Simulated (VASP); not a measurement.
# CdSe (R3m) in VASP: a series of runs

Runs on CdSe. Level: PBE. Tasks: single point.

Everything below comes from runs of VASP 6.6.1. Logs are shortened: lines on timing, memory, paths and dates and some standing lists are left out, and cuts for length are marked.

## Step 1: The cell of the first run

It takes space group R3m (No. 160, trigonal). Conventional cell: a = 4.385 Å, b = 4.385 Å, c = 10.423 Å, α = 90.00°, β = 90.00°, γ = 120.00°. Cd (site symmetry 3m) has 4 Se at 2.61 to 2.68 Å within 3.4 Å. Within 3.4 Å of Se (site symmetry 3m) lie 4 Cd at 2.61 to 2.68 Å.

## Step 2: Single point, PBE (equal xy, yz and zx shear strains of -2 %)

Contents of INCAR:

```
SYSTEM = CdSe
  ALGO = Normal
  EDIFF = 1E-6
  ENCUT = 520
  GGA = PE
  ISIF = 2
  ISMEAR = -1
  LASPH = .True.
  LCHARG = .False.
  LREAL = .False.
  LWAVE = .False.
  NBANDS = 16
  NELM = 60
  PREC = Accurate
  SIGMA = 0.03
```

Contents of KPOINTS:

```
k-points
0
Gamma
  8 8 8
  0 0 0
```

Contents of POSCAR:

```
CdSe
1.0
   -0.0614054240      3.0395684866      3.0395684866
    3.0395684866     -0.0614054240      3.0395684866
    3.0395684866      3.0395684866     -0.0614054240
Cd Se
1 1
Direct
    0.0000000000      0.0000000000      0.0000000000
    0.2500000000      0.2500000000      0.2500000000
```

Potentials or basis: VASP PAW PBE potentials, release 64 (Cd, Se).

Command:

```
> cat potpaw_PBE.64/Cd/POTCAR potpaw_PBE.64/Se/POTCAR > POTCAR
> mpirun -np 1 vasp_std > vasp.out
```

OUTCAR:

```text
SYSTEM = CdSe
   EDIFF = 1E-6
   ENCUT = 520
   GGA = PE
   ISIF = 2
   ISMEAR = -1
   LASPH = .True.
   LREAL = .False.
   NELM = 60
   PREC = Accurate

 ion  position               nearest neighbor table
   1  0.000  0.000  0.000-   2 2.61   2 2.68   2 2.68   2 2.68
   2  0.250  0.250  0.250-   1 2.61   1 2.68   1 2.68   1 2.68

  LATTYP: Found a trigonal (rhomboedric) cell.
 ALAT       =     4.2990375429
 COS(alpha) =     0.4797000918

  Lattice vectors:

 A1 = (  -0.0614054240,   3.0395684866,   3.0395684866)
 A2 = (   3.0395684866,  -0.0614054240,   3.0395684866)
 A3 = (   3.0395684866,   3.0395684866,  -0.0614054240)

Analysis of symmetry for initial positions (statically):
=====================================================================
 Subroutine PRICEL returns:
 Original cell was already a primitive cell.

 Routine SETGRP: Setting up the symmetry group for a
 trigonal (rhombohedral) supercell.

 Subroutine GETGRP returns: Found  6 space group operations
 (whereof  6 operations were pure point group operations)
 out of a pool of 12 trial point group operations.

The static configuration has the point symmetry C_3v.

Analysis of symmetry for dynamics (positions and initial velocities):
=====================================================================
 Subroutine PRICEL returns:
 Original cell was already a primitive cell.

 Routine SETGRP: Setting up the symmetry group for a
 trigonal (rhombohedral) supercell.

 Subroutine GETGRP returns: Found  6 space group operations
 (whereof  6 operations were pure point group operations)
 out of a pool of 12 trial point group operations.

The dynamic configuration has the point symmetry C_3v.

 Subroutine INISYM returns: Found  6 space group operations
 (whereof  6 operations are pure point group operations),
 and found     1 'primitive' translations

----------------------------------------------------------------------------------------

                                     Primitive cell

  volume of cell :      57.8667

  direct lattice vectors                    reciprocal lattice vectors
    -0.061405424  3.039568487  3.039568487    -0.159594364  0.162884969  0.162884969
     3.039568487 -0.061405424  3.039568487     0.162884969 -0.159594364  0.162884969
     3.039568487  3.039568487 -0.061405424     0.162884969  0.162884969 -0.159594364

  length of vectors
     4.299037543  4.299037543  4.299037543     0.280238091  0.280238091  0.280238091

  position of ions in fractional coordinates (direct lattice)
     0.000000000  0.000000000  0.000000000
     0.250000000  0.250000000  0.250000000

  ion indices of the primitive-cell ions
   primitive index   ion index
                 1           1
                 2           2

----------------------------------------------------------------------------------------

 KPOINTS: k-points

Automatic generation of k-mesh.
 Grid dimensions read from file:
 generate k-points for:    8    8    8

 Generating k-lattice:

  Cartesian coordinates                     Fractional coordinates (reciprocal lattice)
    -0.019949296  0.020360621  0.020360621     0.125000000 -0.000000000 -0.000000000
     0.020360621 -0.019949296  0.020360621    -0.000000000  0.125000000 -0.000000000
     0.020360621  0.020360621 -0.019949296    -0.000000000 -0.000000000  0.125000000

  Length of vectors
     0.035029761  0.035029761  0.035029761

  Shift w.r.t. Gamma in fractional coordinates (k-lattice)
     0.000000000  0.000000000  0.000000000

 Subroutine IBZKPT returns following result:
 ===========================================

 Found     65 irreducible k-points:

 Following reciprocal coordinates:
            Coordinates               Weight
  0.000000  0.000000  0.000000      1.000000
  0.125000  0.000000  0.000000      6.000000
  0.250000  0.000000  0.000000      6.000000
  0.375000  0.000000  0.000000      6.000000
  0.500000  0.000000  0.000000      3.000000
  0.125000  0.125000  0.000000      6.000000
[... 16 lines left out ...]
  0.250000  0.125000  0.125000      6.000000
  0.375000  0.125000  0.125000      6.000000
 [... further k-points ...]
   k-points           NKPTS =     65   k-points in BZ     NKDIM =     65   number of bands    NBANDS=     16
   number of dos      NEDOS =    301   number of ions     NIONS =      2
   total plane-waves  NPLWV =  32768
   dimension x,y,z NGX =    32 NGY =   32 NGZ =   32
   dimension x,y,z NGXF=    64 NGYF=   64 NGZF=   64
   ions per type =               1   1
   NGX,Y,Z   is equivalent  to a cutoff of  12.37, 12.37, 12.37 a.u.
   NGXF,Y,Z  is equivalent  to a cutoff of  24.75, 24.75, 24.75 a.u.
 SYSTEM =  CdSe
   PREC   = accura    normal or accurate (medium, high low for compatibility)
   ISTART =      0    job   : 0-new  1-cont  2-samecut
   ICHARG =      2    charge: 1-file 2-atom 10-const
   ISPIN  =      1    spin polarized calculation?
   LNONCOLLINEAR =      F non collinear calculations
   LSORBIT =      F    spin-orbit coupling
   LASPH  =      T    aspherical Exc in radial PAW
   ENCUT  =  520.0 eV  38.22 Ry    6.18 a.u.   7.99  7.99  7.99*2*pi/ulx,y,z
   NELM   =     60;   NELMIN=  2; NELMDL= -5     # of ELM steps
   EDIFF  = 0.1E-05   stopping-criterion for ELM
   LREAL  =      F    real-space projection
   EDIFFG = 0.1E-04   stopping-criterion for IOM
   NSW    =      0    number of steps for IOM
   IBRION =     -1    ionic relax: 0-MD 1-quasi-New 2-CG
   NFREE  =      0    steps in history (QN), initial steepest desc. (CG)
   ISIF   =      2    stress and relaxation
   ISYM   =      2    0-nonsym 1-usesym 2-fastsym
   POTIM  = 0.5000    time-step for ionic-motion
   TEBEG  =    0.0;   TEEND  =   0.0 temperature during run
   PSTRESS=    0.0 pullay stress
   NELECT =      18.0000    total number of electrons
   NUPDOWN=      -1.0000    fix difference up-down
   EMIN   =  10.00;   EMAX   =-10.00  energy-range for DOS
   EFERMI =   0.00;   METHOD = LEGACY
   ISMEAR =    -1;   SIGMA  =   0.03  broadening in eV -4-tet -1-fermi 0-gaus
   EFERMI_NEDOS =   21; number of points for ismear=-14 and -15
   IALGO  =     38    algorithm
   IMIX   =      4    mixing-type and parameters
     AMIX     =   0.40;   BMIX     =  1.00
     AMIX_MAG =   1.60;   BMIX_MAG =  1.00
  volume/ion in A,a.u.               =      28.93       195.25
  Fermi-wavevector in a.u.,A,eV,Ry     =   1.109233  2.096146 16.740569  1.230397
  Thomas-Fermi vector in A             =   2.245770
   LORBIT       =      0    0 simple, 1 ext, 2 COOP (PROOUT), +10 PAW based schemes
   GGA     = PE    functional components
   LHFCALC =     F    Hartree Fock is set to
   AEXX    =    0.0000 exact exchange contribution
   IVDW    =     0    specifies the selected vdW correction
   LEPSILON=     F    determine dielectric tensor
   LRPA    =     F    only Hartree local field effects (RPA)
 non-spin polarized calculation
  energy-cutoff  :      520.00
  volume of cell :       57.87
 maximum number of plane-waves:      1572
   NGX = 15   NGY = 15   NGZ = 15

 number of electron      18.0000006 magnetization

 Free energy of the ion-electron system (eV)
  ---------------------------------------------------
  ext. energy  EPLUGINS =         0.00000000
  ---------------------------------------------------
  free energy    TOTEN  =        -5.48049538 eV

  energy without entropy =       -5.48049489  energy(sigma->0) =       -5.48049513

 E-fermi :   1.0249     XC(G=0):  -8.7576

 val. band max:        0.7605627672   @ k =   0.0000   0.0000   0.0000
 cond. band min:       1.2791614624   @ k =   0.0000   0.0000   0.0000
 fundamental gap:      0.5185986952
 Fermi energy:         1.0248766567

 k-point     1 :       0.0000    0.0000    0.0000
  band No.  band energies     occupation
      1     -11.7205      2.00000
      2      -7.1439      2.00000
      3      -7.1148      2.00000
      4      -7.1148      2.00000
      5      -6.7790      2.00000
      6      -6.7790      2.00000
[... 8 lines left out ...]
     15      11.7632      0.00000
     16      11.7632      0.00000

 k-point     2 :       0.1250    0.0000    0.0000
  band No.  band energies     occupation
      1     -11.6715      2.00000
      2      -7.1267      2.00000
      3      -7.1005      2.00000
      4      -7.0701      2.00000
      5      -6.7798      2.00000
      6      -6.7791      2.00000
[... 8 lines left out ...]
     15      11.0051      0.00000
     16      11.2236      0.00000

 k-point     3 :       0.2500    0.0000    0.0000
  band No.  band energies     occupation
      1     -11.5519      2.00000
      2      -7.0907      2.00000
      3      -7.0695      2.00000
      4      -6.9182      2.00000
      5      -6.7772      2.00000
      6      -6.7749      2.00000
[... 8 lines left out ...]
     15      10.8211      0.00000
     16      10.9549      0.00000

 k-point     4 :       0.3750    0.0000    0.0000
  band No.  band energies     occupation
      1     -11.4307      2.00000
      2      -7.0615      2.00000
      3      -7.0452      2.00000
      4      -6.7664      2.00000
      5      -6.7648      2.00000
      6      -6.6673      2.00000
[... 8 lines left out ...]
     15      11.4598      0.00000
     16      11.8102      0.00000
[... 324 lines left out ...]
 k-point    22 :       0.1250    0.1250    0.1250
  band No.  band energies     occupation
      1     -11.6666      2.00000
      2      -7.0969      2.00000
      3      -7.0961      2.00000
      4      -7.0961      2.00000
      5      -6.7809      2.00000
      6      -6.7809      2.00000
[... 8 lines left out ...]
     15      10.9294      0.00000
     16      11.1211      0.00000

 k-point    23 :       0.2500    0.1250    0.1250
  band No.  band energies     occupation
      1     -11.5918      2.00000
      2      -7.0796      2.00000
      3      -7.0739      2.00000
      4      -7.0070      2.00000
      5      -6.7906      2.00000
      6      -6.7701      2.00000
[... 8 lines left out ...]
     15      10.8954      0.00000
     16      12.0871      0.00000

 k-point    24 :       0.3750    0.1250    0.1250
  band No.  band energies     occupation
      1     -11.4718      2.00000
      2      -7.0478      2.00000
      3      -7.0463      2.00000
      4      -6.8301      2.00000
      5      -6.7900      2.00000
      6      -6.7380      2.00000
[... 8 lines left out ...]
     15      11.5164      0.00000
     16      12.3138      0.00000

 [... further k-points ...]

------------------------ aborting loop because EDIFF is reached ----------------------------------------

  FORCE on cell =-STRESS in cart. coord.  units (eV):
  Direction    XX          YY          ZZ          XY          YZ          ZX
  --------------------------------------------------------------------------------------
  -------------------------------------------------------------------------------------
  Total        0.6025636      0.6025636      0.6025636      0.3308503      0.3308503      0.3308503
  in kB       16.6833958     16.6833958     16.6833958      9.1603719      9.1603719      9.1603719
  external PRESSURE =      16.6833958 kB  Pullay stress =       0.0000000 kB

 VOLUME and BASIS-vectors are now :
 -----------------------------------------------------------------------------
  energy-cutoff  :      520.00
  volume of cell :       57.87
      direct lattice vectors                 reciprocal lattice vectors
    -0.061405424  3.039568487  3.039568487    -0.159594364  0.162884969  0.162884969
     3.039568487 -0.061405424  3.039568487     0.162884969 -0.159594364  0.162884969
     3.039568487  3.039568487 -0.061405424     0.162884969  0.162884969 -0.159594364

 POSITION                                       TOTAL-FORCE (eV/Angst)
 -----------------------------------------------------------------------------------
      0.00000      0.00000      0.00000        -0.136370     -0.136370     -0.136370
      1.50443      1.50443      1.50443         0.136370      0.136370      0.136370
 -----------------------------------------------------------------------------------
    total drift:                               -0.000093     -0.000093     -0.000093

  FREE ENERGIE OF THE ION-ELECTRON SYSTEM (eV)
  ---------------------------------------------------
  free  energy   TOTEN  =        -5.4804953784 eV

  energy  without entropy=       -5.4804948860  energy(sigma->0) =       -5.48049513
```

Run time: 68 s. Hardware: 1 thread of Intel Xeon 8259CL, shared host; peak memory 0.21 GiB.

Results:

```
Free energy            : -5.4805 eV
Pressure               : 1.7 GPa
Largest force          : 0.236 eV/Å
Band gap on the k mesh : 0.52 eV
```

Forces on the atoms (eV/Å):
```
Cd  -0.136 -0.136 -0.136
Se   0.136  0.136  0.136
```

Stress tensor (GPa, compression positive):
```
1.67 0.92 0.92
0.92 1.67 0.92
0.92 0.92 1.67
```

Caveat: the cell differs from its parent crystal (equal xy, yz and zx shear strains of -2 %).

## Step 3: Single point, PBE (equal xy, yz and zx shear strains of +1 %)

Contents of INCAR:

```
SYSTEM = CdSe
PREC     = Accurate       ! precision mode
ENCUT    = 520            ! plane-wave cutoff, eV
EDIFF    = 1E-7           ! SCF threshold, eV
ISMEAR   = -1             ! smearing method
SIGMA    = 0.03           ! smearing width, eV
LREAL    = .FALSE.        ! projectors in reciprocal space
LASPH    = .TRUE.         ! aspherical terms in the spheres
NELM     = 80             ! most SCF steps
ALGO     = Normal         ! electronic algorithm
ISIF     = 2              ! what is computed and relaxed
LWAVE    = .FALSE.        ! write WAVECAR
LCHARG   = .FALSE.        ! write CHGCAR
GGA      = PE             ! functional
NBANDS   = 16             ! bands
```

Contents of KPOINTS:

```
regular mesh
0
G
  8 8 8
  0 0 0
```

Contents of POSCAR:

```
CdSe
1.0
    0.0307027120      3.0856225546      3.0856225546
    3.0856225546      0.0307027120      3.0856225546
    3.0856225546      3.0856225546      0.0307027120
Cd Se
1 1
Direct
    0.0000000000      0.0000000000      0.0000000000
    0.2500000000      0.2500000000      0.2500000000
```

Potentials or basis: VASP PAW PBE potentials, release 64 (Cd, Se).

Command:

```
> cat potpaw_PBE.64/Cd/POTCAR potpaw_PBE.64/Se/POTCAR > POTCAR
> mpirun -np 1 vasp_std > vasp.out
```

Run time: 64 s. Hardware: 1 thread of Intel Xeon 8259CL, shared host; peak memory 0.22 GiB.

Results (log left out):

* Free energy: -5.4881 eV
* Pressure: 1.6 GPa
* Largest force: 0.100 eV/Å
* Band gap on the k mesh: 0.54 eV

Forces on the atoms (eV/Å):
```
Cd   0.058  0.058  0.058
Se  -0.058 -0.058 -0.058
```

Stress tensor (GPa, compression positive):
```
 1.59 -0.42 -0.42
-0.42  1.59 -0.42
-0.42 -0.42  1.59
```

Levels at points of the mesh, in eV from the valence-band top:
| k point | band 7 | band 8 | band 9 | band 10 | band 11 | band 12 |
| --- | --- | --- | --- | --- | --- | --- |
| (0.00, 0.00, 0.00) | -0.05 | 0.00 | 0.00 | 0.54 | 5.80 | 5.98 |
| (0.50, 0.00, 0.00) | -4.24 | -0.74 | -0.73 | 2.32 | 6.35 | 6.46 |
| (0.50, 0.50, 0.00) | -3.97 | -1.81 | -1.74 | 3.17 | 3.72 | 8.96 |
| (0.50, 0.50, 0.50) | -4.23 | -0.68 | -0.68 | 2.40 | 6.48 | 6.48 |

Caveat: the cell differs from its parent crystal (equal xy, yz and zx shear strains of +1 %).

## Step 4: Single point, PBE (equal xy, yz and zx shear strains of +3 %)

Changes to INCAR since step 3:

```diff
@@ -3,3 +3,3 @@
 ENCUT    = 520            ! plane-wave cutoff, eV
-EDIFF    = 1E-7           ! SCF threshold, eV
+EDIFF    = 1E-6           ! SCF threshold, eV
 ISMEAR   = -1             ! smearing method
@@ -8,3 +8,3 @@
 LASPH    = .TRUE.         ! aspherical terms in the spheres
-NELM     = 80             ! most SCF steps
+NELM     = 100            ! most SCF steps
 ALGO     = Normal         ! electronic algorithm
```

KPOINTS is that of step 3.

Contents of POSCAR:

```
CdSe
1.0
    0.0921081360      3.1163252666      3.1163252666
    3.1163252666      0.0921081360      3.1163252666
    3.1163252666      3.1163252666      0.0921081360
Cd Se
1 1
Direct
    0.0000000000      0.0000000000      0.0000000000
    0.2500000000      0.2500000000      0.2500000000
```

Command:

```
> cat potpaw_PBE.64/Cd/POTCAR potpaw_PBE.64/Se/POTCAR > POTCAR
> mpirun -np 1 vasp_std > vasp.out
```

It took 78 s on 1 thread of Intel Xeon 8259CL, shared host; peak memory 0.24 GiB.

Results (log left out):

```yaml
Free_energy: -5.4703 eV
Pressure: 1.8 GPa
Largest_force: 0.268 eV/Å
Band_gap_on_the_k_mesh: 0.52 eV
```

Forces in eV/Å, atoms in the order of the input:
```
Cd   0.155  0.155  0.155
Se  -0.155 -0.155 -0.155
```

Stress tensor (GPa, compression positive):
```
 1.77 -1.20 -1.20
-1.20  1.77 -1.20
-1.20 -1.20  1.77
```

Levels at points of the mesh, in eV from the valence-band top:
```
           k point  band 7  band 8  band 9  band 10  band 11  band 12
(0.00, 0.00, 0.00)   -0.17    0.00    0.00     0.52     5.56     6.07
(0.50, 0.00, 0.00)   -4.28   -0.82   -0.78     2.25     6.17     6.51
(0.50, 0.50, 0.00)   -4.01   -1.90   -1.70     3.10     3.72     8.84
(0.50, 0.50, 0.50)   -4.25   -0.62   -0.62     2.48     6.56     6.56
```

Caveat: the cell differs from its parent crystal (equal xy, yz and zx shear strains of +3 %).

## Step 5: Summary

```csv
cell,gap on the mesh (eV),pressure (GPa),largest force (eV/Å)
"a = 4.299 Å, angles 61.3°, 2 atoms",0.52,1.7,0.24
"a = 4.364 Å, angles 59.3°, 2 atoms",0.54,1.6,0.10
"a = 4.408 Å, angles 58.0°, 2 atoms",0.52,1.8,0.27
```

Alike in all rows: task single point; level PBE; potentials or basis VASP PAW PBE potentials, release 64 (Cd, Se); no spin polarisation; k mesh 8 × 8 × 8; cutoff (eV) 520; smearing fermi-dirac 0.03 eV.

Absolute energies hang on the potentials; compare differences alone.
